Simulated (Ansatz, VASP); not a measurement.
Two plane-wave programs on Au

```
CELL_PARAMETERS angstrom
3.60132 -2.01683 0.00000
3.60132 2.01683 0.00000
-0.11095 0.00000 3.36593
ATOMIC_POSITIONS crystal
Au 0.67600 0.67600 0.67500
Au 0.32400 0.32400 0.32500
Au 0.00000 0.00000 0.00000
```

Alike in both runs: task relaxation of cell and atoms; functional PBE; k mesh 6 × 6 × 6; occupations gaussian, width 0.1 eV; no spin polarisation.

|  | VASP | Ansatz |
| --- | --- | --- |
| version | VASP 6.6.1 | Ansatz 0.2.0 |
| potentials or method | VASP PAW PBE potentials, release 64 (Au), cutoff 600 eV | scalar-relativistic, plane waves, PAW |
| valence electrons in the cell | 33 | 57 |

```csv
,VASP,Ansatz,Ansatz less VASP
"gap on the k mesh at the Fermi level, each at its own relaxed structure (eV)",none,none,-
relaxed volume (Å³/atom),17.98,18.01,+0.030
relaxed cell length with the largest relative difference (Å),5.041,4.996,-0.0450
```

A gap of «none» marks a metal or a gap that the smearing closes. VASP's potentials hold 33 valence electrons a cell and Ansatz's 57, so a difference there can come from the potentials and not from the codes.

Spin-orbit coupling is off throughout.
